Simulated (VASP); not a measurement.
Al3Zn4Si9:

```
CELL_PARAMETERS angstrom
6.29792 0.00000 0.00000
0.00000 6.29792 0.00000
0.00000 0.00000 6.29792
ATOMIC_POSITIONS crystal
Al 0.50008 0.50506 0.50144
Al 0.75030 0.25400 0.75074
Al 0.75212 0.74451 0.74989
Si 0.00002 0.00215 0.99850
Si 0.00563 0.49960 0.00468
Si 0.99622 0.00026 0.50591
Si 0.25204 0.24926 0.25325
Si 0.50049 0.99633 0.49992
Si 0.99794 0.50487 0.49960
Si 0.25620 0.75113 0.24995
Si 0.25432 0.25474 0.75048
Si 0.74885 0.75145 0.25477
Zn 0.49807 0.00041 0.99666
Zn 0.49689 0.49812 0.00823
Zn 0.75200 0.25120 0.25131
Zn 0.24876 0.74207 0.75158
```

```yaml
Program: VASP 6.6.1
Task: relaxation of cell and atoms
Functional: PBE
Potentials_or_basis: VASP PAW PBE potentials, release 64 (Al, Si, Zn)
Cutoff: 600 eV
k_mesh: 2 × 2 × 2, shifted
Occupations: gaussian, width 0.1 eV
Spin: no spin polarisation
```

At the start: pressure 1.2 GPa; volume 15.61 Å³/atom.

Where does the relaxation end?

Over 55 steps the energy falls by 170.0 meV/atom and the volume is 16.82 Å³/atom (+7.7 %); space group P1 (No. 1, to 0.05 Å).

Step by step:
```tsv
step	energy change (eV)	largest force (eV/Å)	pressure (GPa)	volume (Å³)
1	0.0000	1.2399	1.24	249.80
3	-1.1605	0.7951	-3.04	266.98
5	-1.4634	0.9408	0.71	256.64
7	-1.8021	0.8498	2.02	253.21
9	-1.9527	0.6023	0.22	258.41
11	-2.0889	0.5664	-1.15	262.40
13	-2.2281	0.3876	1.10	256.41
15	-2.3275	0.3780	0.05	261.38
17	-2.4225	0.4028	-0.69	265.95
19	-2.4779	0.2496	0.88	262.06
21	-2.5219	0.2040	-0.25	265.88
23	-2.5574	0.2296	-0.18	265.42
25	-2.5944	0.2156	0.53	263.05
27	-2.6149	0.1612	-0.25	265.43
29	-2.6360	0.1283	0.21	264.35
31	-2.6541	0.1583	0.12	265.57
33	-2.6672	0.1557	-0.33	267.65
35	-2.6784	0.1473	0.32	266.17
37	-2.6852	0.1203	-0.13	267.85
39	-2.6934	0.1631	0.01	267.42
41	-2.6989	0.0734	0.13	267.26
43	-2.7037	0.0833	-0.11	268.41
45	-2.7078	0.0697	-0.02	268.46
47	-2.7121	0.0619	0.02	268.56
49	-2.7153	0.0586	-0.05	268.91
51	-2.7175	0.0472	0.09	268.53
53	-2.7191	0.0447	-0.05	269.27
55	-2.7204	0.0332	-0.01	269.15
```

Final structure:
```yaml
crystal:
  lattice:
    - [6.34555, -0.02183, -0.38234]
    - [-0.02296, 6.37462, 0.00057]
    - [-0.39308, -0.00073, 6.67746]
  atoms:
    - { symbol: Al, position: [0.47295, 0.50322, 0.41275] }
    - { symbol: Al, position: [0.69686, 0.22156, 0.70330] }
    - { symbol: Al, position: [0.77806, 0.70783, 0.73714] }
    - { symbol: Si, position: [0.96685, 0.98898, 0.01522] }
    - { symbol: Si, position: [0.03993, 0.52440, 0.04189] }
    - { symbol: Si, position: [0.03904, 0.98427, 0.52124] }
    - { symbol: Si, position: [0.15762, 0.23901, 0.28223] }
    - { symbol: Si, position: [0.55684, 0.92112, 0.41699] }
    - { symbol: Si, position: [0.06188, 0.53377, 0.51337] }
    - { symbol: Si, position: [0.21601, 0.79947, 0.27033] }
    - { symbol: Si, position: [0.11624, 0.25985, 0.79272] }
    - { symbol: Si, position: [0.83111, 0.74202, 0.27567] }
    - { symbol: Zn, position: [0.46957, 0.06563, 0.00932] }
    - { symbol: Zn, position: [0.54326, 0.49378, 0.98926] }
    - { symbol: Zn, position: [0.76091, 0.25255, 0.26849] }
    - { symbol: Zn, position: [0.30282, 0.76771, 0.77696] }
```

Caveat: the k points lie up to 0.50 Å⁻¹ apart in the final cell.
